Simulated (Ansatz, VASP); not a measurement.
**Ni in VASP and in Ansatz**

```
Ni
1.0
    -1.24328    1.24328    1.24328
     1.24328   -1.24328    1.24328
     1.24328    1.24328   -1.24328
Ni
1
Cartesian
  0.0000 0.0000 0.0000
```

Change from the starting cell: volume scaled by 0.7, PAW files.

Alike in both runs: task single point; functional PBE; k mesh 19 × 19 × 19; occupations fermi-dirac, width 0.05 eV; collinear spin.

|  | VASP | Ansatz |
| --- | --- | --- |
| version | VASP 6.6.1 | Ansatz 0.2.0 |
| potentials or method | VASP PAW PBE potentials, release 64 (Ni) | PAW with Ansatz's default frozen-core files, scalar-relativistic |
| plane-wave cutoff (eV) | 520 | 420 |
| valence electrons in the cell | 10 | 18 |

Ansatz gave:

| Item | Value |
| --- | --- |
| pressure (GPa) | 160.2 |
| net moment per atom (μB) | 0.00 |

**Question.** Which values does VASP return?

**Answer.** Pressure (GPa): 159.2; net moment per atom (μB): 0.00.

Both programs put the cell under a high pressure, so it lies far from rest at this level. VASP's potentials hold 10 valence electrons a cell and Ansatz's 18, so a difference there can come from the potentials and not from the codes. Ansatz's warnings: seeded moment not kept.

Noted on VASP's run: the cell as given lies far from equilibrium.
